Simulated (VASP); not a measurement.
# W in VASP: notebook, part 2 of 2

VASP 6.6.1. Earlier steps stand in the parts before.

## 3. Single point, PBE

Contents of INCAR:

```
PREC = Accurate
ENCUT = 520
EDIFF = 1E-7
ISMEAR = -1
SIGMA = 0.1
LREAL = False
LASPH = True
NELM = 60
ALGO = Normal
ISIF = 2
LWAVE = False
LCHARG = False
LDIPOL = True
IDIPOL = 3
DIPOL = 0.5 0.5 0.500
GGA = PE
EFIELD = -0.05
NBANDS = 28
```

Contents of KPOINTS:

```
regular mesh
0
Gamma
  7 7 1
```

Contents of POSCAR:

```
W
1.0
    2.8708540000      0.0000000000      0.0000000000
    1.4354270000      2.4862324946      0.0000000000
    0.0000000000      0.0000000000     20.6880849507
W
3
Direct
    0.0000000000      0.0000000000      0.3866960146
    0.6666666667      0.6666666667      0.5000000000
    0.3333333333      0.3333333333      0.6133039854
```

Potentials or basis: VASP PAW PBE potentials, release 64 (W_sv).

Launch:

```console
> cat potpaw_PBE.64/W_sv/POTCAR > POTCAR
> mpirun -np 1 vasp_std > vasp.out
```

OUTCAR:

```text
PREC = Accurate
   ENCUT = 520
   EDIFF = 1E-7
   ISMEAR = -1
   LREAL = False
   LASPH = True
   NELM = 60
   ISIF = 2
   GGA = PE

 ion  position               nearest neighbor table
   1  0.000  0.000  0.387-   2 2.87   2 2.87   2 2.87
   2  0.667  0.667  0.500-   3 2.87   1 2.87   3 2.87   1 2.87   1 2.87   3 2.87
   3  0.333  0.333  0.613-   2 2.87   2 2.87   2 2.87

  LATTYP: Found a hexagonal cell.
 ALAT       =     2.8708540000
 C/A-ratio  =     7.2062476707

  Lattice vectors:

 A1 = (  -1.4354270000,  -2.4862324946,   0.0000000000)
 A2 = (   2.8708540000,   0.0000000000,   0.0000000000)
 A3 = (   0.0000000000,   0.0000000000,  20.6880849507)

Analysis of symmetry for initial positions (statically):
=====================================================================
 Subroutine PRICEL returns:
 Original cell was already a primitive cell.

 Routine SETGRP: Setting up the symmetry group for a
 hexagonal supercell.

 Subroutine GETGRP returns: Found 12 space group operations
 (whereof  6 operations were pure point group operations)
 out of a pool of 24 trial point group operations.

The static configuration has the point symmetry C_3v.
 The point group associated with its full space group is D_3d.

Analysis of symmetry for dynamics (positions and initial velocities):
=====================================================================
 An external electric field (EFIELD) may reduce the allowed symmetry operations
 Subroutine PRICEL returns:
 Original cell was already a primitive cell.

 Routine SETGRP: Setting up the symmetry group for a
 hexagonal supercell.

 Subroutine GETGRP returns: Found  6 space group operations
 (whereof  6 operations were pure point group operations)
 out of a pool of 24 trial point group operations.

The dynamic configuration has the point symmetry C_3v.

 Subroutine INISYM returns: Found  6 space group operations
 (whereof  6 operations are pure point group operations),
 and found     1 'primitive' translations

----------------------------------------------------------------------------------------

                                     Primitive cell

  volume of cell :     147.6635

  direct lattice vectors                    reciprocal lattice vectors
     2.870854000  0.000000000  0.000000000     0.348328407 -0.201107499  0.000000000
     1.435427000  2.486232495  0.000000000     0.000000000  0.402214999  0.000000000
     0.000000000  0.000000000 20.688084951     0.000000000  0.000000000  0.048337002

  length of vectors
     2.870854000  2.870854000 20.688084951     0.402214999  0.402214999  0.048337002

  position of ions in fractional coordinates (direct lattice)
     0.000000000  0.000000000  0.386696015
     0.666666667  0.666666667  0.500000000
     0.333333333  0.333333333  0.613303985

  ion indices of the primitive-cell ions
   primitive index   ion index
                 1           1
                 2           2
                 3           3

----------------------------------------------------------------------------------------

 KPOINTS: regular mesh

Automatic generation of k-mesh.
[... 24 lines left out ...]
  0.142857  0.000000  0.000000      6.000000
  0.285714  0.000000  0.000000      6.000000
  0.428571  0.000000  0.000000      6.000000
  0.285714  0.142857  0.000000      6.000000
  0.428571  0.142857  0.000000     12.000000
 -0.428571  0.142857  0.000000      6.000000
 -0.428571  0.285714  0.000000      6.000000
   k-points           NKPTS =      8   k-points in BZ     NKDIM =      8   number of bands    NBANDS=     28
   number of dos      NEDOS =    301   number of ions     NIONS =      3
   total plane-waves  NPLWV =  92160
   dimension x,y,z NGX =    24 NGY =   24 NGZ =  160
   dimension x,y,z NGXF=    48 NGYF=   48 NGZF=  320
   ions per type =               3
   NGX,Y,Z   is equivalent  to a cutoff of  13.90, 13.90, 12.86 a.u.
   NGXF,Y,Z  is equivalent  to a cutoff of  27.80, 27.80, 25.71 a.u.
 SYSTEM =  unknown system
   PREC   = accura    normal or accurate (medium, high low for compatibility)
   ISTART =      0    job   : 0-new  1-cont  2-samecut
   ICHARG =      2    charge: 1-file 2-atom 10-const
   ISPIN  =      1    spin polarized calculation?
   LNONCOLLINEAR =      F non collinear calculations
   LSORBIT =      F    spin-orbit coupling
   LASPH  =      T    aspherical Exc in radial PAW
   ENCUT  =  520.0 eV  38.22 Ry    6.18 a.u.   5.34  5.34 38.47*2*pi/ulx,y,z
   NELM   =     60;   NELMIN=  2; NELMDL= -5     # of ELM steps
   EDIFF  = 0.1E-06   stopping-criterion for ELM
   LREAL  =      F    real-space projection
   EDIFFG = 0.1E-05   stopping-criterion for IOM
   NSW    =      0    number of steps for IOM
   IBRION =     -1    ionic relax: 0-MD 1-quasi-New 2-CG
   NFREE  =      0    steps in history (QN), initial steepest desc. (CG)
   ISIF   =      2    stress and relaxation
   ISYM   =      2    0-nonsym 1-usesym 2-fastsym
   POTIM  = 0.5000    time-step for ionic-motion
   TEBEG  =    0.0;   TEEND  =   0.0 temperature during run
   PSTRESS=    0.0 pullay stress
   NELECT =      42.0000    total number of electrons
   NUPDOWN=      -1.0000    fix difference up-down
   EMIN   =  10.00;   EMAX   =-10.00  energy-range for DOS
   EFERMI =   0.00;   METHOD = LEGACY
   ISMEAR =    -1;   SIGMA  =   0.10  broadening in eV -4-tet -1-fermi 0-gaus
   EFERMI_NEDOS =   21; number of points for ismear=-14 and -15
   IALGO  =     38    algorithm
   IMIX   =      4    mixing-type and parameters
     AMIX     =   0.40;   BMIX     =  1.00
     AMIX_MAG =   1.60;   BMIX_MAG =  1.00
  volume/ion in A,a.u.               =      49.22       332.16
  Fermi-wavevector in a.u.,A,eV,Ry     =   1.076631  2.034538 15.770980  1.159134
  Thomas-Fermi vector in A             =   2.212521
   LORBIT       =      0    0 simple, 1 ext, 2 COOP (PROOUT), +10 PAW based schemes
   GGA     = PE    functional components
   LHFCALC =     F    Hartree Fock is set to
   AEXX    =    0.0000 exact exchange contribution
   IVDW    =     0    specifies the selected vdW correction
   LEPSILON=     F    determine dielectric tensor
   LRPA    =     F    only Hartree local field effects (RPA)
 non-spin polarized calculation
  energy-cutoff  :      520.00
  volume of cell :      147.66
 maximum number of plane-waves:      4037
 NGX is ok and might be reduce to    24
   NGX = 11   NGY = 11   NGZ = 77

 dipolmoment           0.000000      0.000000      0.003042 electrons x Angstroem

 number of electron      41.9999998 magnetization

 dipolmoment           0.000000      0.000000     -0.017329 electrons x Angstroem

 Free energy of the ion-electron system (eV)
  ---------------------------------------------------
  ext. energy  EPLUGINS =         0.00000000
  ---------------------------------------------------
  free energy    TOTEN  =       -35.06769757 eV

  energy without entropy =      -34.91540373  energy(sigma->0) =      -34.99155065

 E-fermi :   0.3567     XC(G=0):  -5.5434

 val. band max:        0.3405163763   @ k =   0.2857   0.1429   0.0000
 cond. band min:       0.4042754053   @ k =   0.1429   0.0000   0.0000
 fundamental gap:      0.0637590290
 Fermi energy:         0.3566806537

 k-point     1 :       0.0000    0.0000    0.0000
  band No.  band energies     occupation
      1     -73.5094      2.00000
      2     -73.4214      2.00000
      3     -73.4081      2.00000
      4     -38.1114      2.00000
      5     -37.7565      2.00000
      6     -37.3595      2.00000
[... 237 lines left out ...]
     27       4.6792      0.00000
     28       7.2280      0.00000

------------------------ aborting loop because EDIFF is reached ----------------------------------------

 vacuum level on the upper side and lower side of the slab       (xc-potential included)         0.177        -0.400

  FORCE on cell =-STRESS in cart. coord.  units (eV):
  Direction    XX          YY          ZZ          XY          YZ          ZX
  --------------------------------------------------------------------------------------
  -------------------------------------------------------------------------------------
  Total       -7.7972991     -7.7972991     -0.4359991      0.0000000     -0.0000000      0.0000000
  in kB      -84.6021965    -84.6021965     -4.7306743      0.0000000     -0.0000000      0.0000000
  external PRESSURE =     -57.9783558 kB  Pullay stress =       0.0000000 kB

 VOLUME and BASIS-vectors are now :
 -----------------------------------------------------------------------------
  energy-cutoff  :      520.00
  volume of cell :      147.66
      direct lattice vectors                 reciprocal lattice vectors
     2.870854000  0.000000000  0.000000000     0.348328407 -0.201107499  0.000000000
     1.435427000  2.486232495  0.000000000     0.000000000  0.402214999  0.000000000
     0.000000000  0.000000000 20.688084951     0.000000000  0.000000000  0.048337002

 POSITION                                       TOTAL-FORCE (eV/Angst)
 -----------------------------------------------------------------------------------
      0.00000      0.00000      8.00000         0.000000      0.000000      0.084229
      2.87085      1.65749     10.34404         0.000000      0.000000      0.004479
      1.43543      0.82874     12.68808        -0.000000     -0.000000     -0.088709
 -----------------------------------------------------------------------------------
    total drift:                                0.000000      0.000000      0.000001

  FREE ENERGIE OF THE ION-ELECTRON SYSTEM (eV)
  ---------------------------------------------------
  free  energy   TOTEN  =       -35.0676975685 eV

  energy  without entropy=      -34.9154037330  energy(sigma->0) =      -34.99155065

 vacuum level on the upper side and lower side of the slab         5.473         4.907
```

OSZICAR:

```text
N       E                     dE             d eps       ncg     rms          rms(c)
DAV:   1     0.438362312963E+03    0.43836E+03   -0.26989E+04   568   0.141E+03
DAV:   2    -0.225476735802E+02   -0.46091E+03   -0.45437E+03   536   0.429E+02
DAV:   3    -0.370909413314E+02   -0.14543E+02   -0.14238E+02   564   0.802E+01
[... 20 lines left out ...]
DAV:  24    -0.350676927828E+02   -0.50661E-05   -0.15198E-07   364   0.212E-03    0.961E-04
DAV:  25    -0.350676964247E+02   -0.36419E-05   -0.97043E-08   344   0.177E-03    0.358E-04
DAV:  26    -0.350676970517E+02   -0.62701E-06   -0.19871E-08   316   0.677E-04    0.159E-04
DAV:  27    -0.350676975384E+02   -0.48665E-06   -0.21815E-08   312   0.376E-04    0.674E-05
DAV:  28    -0.350676975685E+02   -0.30102E-07   -0.11067E-09   248   0.173E-04
   1 F= -.35067698E+02 E0= -.34991551E+02  d E =-.152294E+00
```

stdout:

```text
POSCAR found type information on POSCAR W
 POSCAR found :  1 types and       3 ions
 scaLAPACK will be used
 LDA part: xc-table for (Slater+PW92), standard interpolation
 POSCAR, INCAR and KPOINTS ok, starting setup
 FFT: planning ... GRIDC
 FFT: planning ... GRID_SOFT
 FFT: planning ... GRID
 WAVECAR not read
 entering main loop
```

Wall time 32 s (1 thread of Intel Xeon 6975P-C (Granite Rapids), shared host); peak memory 0.29 GiB.

Results:

```yaml
Free_energy: -35.0677 eV
Largest_force: 0.089 eV/Å
Band_gap_on_the_k_mesh: zero (band 21 reaches 0.87 eV, above the bottom of band 22 at -0.15 eV)
```

Forces in eV/Å, atoms in the order of the input:
```
W    0.000  0.000  0.084
W    0.000  0.000  0.004
W    0.000  0.000 -0.089
```

Caveat: the k points lie up to 0.36 Å⁻¹ apart; spin-orbit coupling is left out, which moves the levels of the heavy elements.

## 4. Single point, PBE

Contents of INCAR:

```
ALGO = Normal
DIPOL = 0.5 0.5 0.500
EDIFF = 1E-6
EFIELD = -0.1
ENCUT = 520
GGA = PE
IDIPOL = 3
ISIF = 2
ISMEAR = -1
LASPH = True
LCHARG = False
LDIPOL = True
LREAL = False
LWAVE = False
NBANDS = 28
NELM = 100
PREC = Accurate
SIGMA = 0.1
```

Contents of KPOINTS:

```
k-points
0
Gamma
  7 7 1
```

POSCAR is that of step 3.

Launch:

```console
> cat potpaw_PBE.64/W_sv/POTCAR > POTCAR
> mpirun -np 1 vasp_std > vasp.out
```

Wall time 30 s (1 thread of Intel Xeon 6975P-C (Granite Rapids), shared host); peak memory 0.29 GiB.

The run converged. Its results:

| Property | Result |
| --- | --- |
| Free energy | -35.0690 eV |
| Largest force | 0.091 eV/Å |
| Band gap on the k mesh | zero (band 21 reaches 0.87 eV, above the bottom of band 22 at -0.15 eV) |

Forces in eV/Å, atoms in the order of the input:
```
W    0.000  0.000  0.082
W    0.000  0.000  0.009
W    0.000  0.000 -0.091
```

Levels at points of the mesh, in eV from the Fermi level:
| k point | band 17 | band 18 | band 19 | band 20 | band 21 | band 22 | band 23 | band 24 | band 25 | band 26 |
| --- | --- | --- | --- | --- | --- | --- | --- | --- | --- | --- |
| (0.00, 0.00, 0.00) | -0.99 | -0.58 | -0.58 | -0.44 | -0.20 | -0.20 | 0.07 | 0.07 | 0.51 | 2.29 |

Caveat: the k points lie up to 0.36 Å⁻¹ apart; spin-orbit coupling is left out, which moves the levels of the heavy elements.

## 5. Summary

| electric field (eV/Å) | gap on the mesh (eV) | largest force (eV/Å) |
| --- | --- | --- |
| - | none | 0.09 |
| 0.05 | none | 0.09 |
| 0.1 | none | 0.09 |

Alike in all rows: task single point; level PBE; potentials or basis VASP PAW PBE potentials, release 64 (W_sv); no spin polarisation; cell as given; k mesh 7 × 7 × 1; cutoff (eV) 520; smearing fermi-dirac 0.1 eV.

Caveats: all runs use coarse meshes; spin-orbit coupling is left out, which moves the levels of the heavy elements.

Total energies depend on the potentials used, so only differences within one code and one set of settings carry meaning.
